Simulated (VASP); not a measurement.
TaN: single point with LDA+U

Crystal: TaN.

```
Ta N
1.0
     4.15297    0.00000    0.00000
     0.00000    4.15297    0.00000
     0.00000    0.00000    3.05553
Ta N
2 2
Direct
  0.00000 0.00000 0.00000
  0.50000 0.50000 0.00000
  0.50000 0.00000 0.00000
  0.00000 0.50000 0.00000
```

```json
{
  "Program": "VASP 6.6.1",
  "Task": "single point",
  "Functional": "LDA",
  "Potentials or basis": "VASP PAW LDA potentials, release 64 (Ta_sv_GW, N)",
  "Cutoff": "600 eV",
  "k mesh": "8 × 8 × 6",
  "Occupations": "fermi-dirac, width 0.05 eV",
  "Spin": "no spin polarisation",
  "Hubbard terms": "Ta d U = 5.0 eV"
}
```

The pressure is 7.9 GPa and the band gap on the k mesh is zero (band 18 reaches 11.63 eV, above the bottom of band 19 at 7.31 eV).

Stress tensor (GPa, compression positive):
```
11.80  0.00  0.00
 0.00 11.80  0.00
 0.00  0.00  0.22
```

Levels at points of the mesh, in eV from the Fermi level:
| k point | band 16 | band 17 | band 18 | band 19 | band 20 | band 21 |
| --- | --- | --- | --- | --- | --- | --- |
| (0.00, 0.00, 0.00) | -2.80 | -2.40 | -2.07 | -1.71 | 1.30 | 1.30 |
| (0.50, 0.00, 0.00) | -3.29 | -2.96 | -2.96 | 2.25 | 2.25 | 2.44 |
| (0.50, 0.50, 0.00) | -3.69 | -3.08 | -3.08 | 4.06 | 4.06 | 4.16 |
| (0.00, 0.00, 0.50) | -2.55 | -2.55 | -2.46 | -2.46 | 1.54 | 1.54 |
| (0.50, 0.00, 0.50) | -4.34 | -0.88 | -0.88 | 2.58 | 2.58 | 2.62 |
| (0.50, 0.50, 0.50) | -6.30 | 1.86 | 1.86 | 2.34 | 2.34 | 3.24 |

Eigenvalues of the final occupation matrices:
| site | spin | trace | eigenvalues |
| --- | --- | --- | --- |
| site 1 d | 1 | 1.09 | 0.15 0.15 0.22 0.26 0.32 |
| site 1 d | 2 | 1.09 | 0.15 0.15 0.22 0.26 0.32 |
| site 2 d | 1 | 1.09 | 0.15 0.15 0.22 0.26 0.32 |
| site 2 d | 2 | 1.09 | 0.15 0.15 0.22 0.26 0.32 |

It took 42 s on 1 thread of Intel(R) Xeon(R) 6975P-C (Granite Rapids), with other jobs on the host, peak memory 0.23 GiB.

Caveat: spin-orbit coupling is left out, which moves the levels of the heavy elements; U without spin polarisation on a metal has little footing.
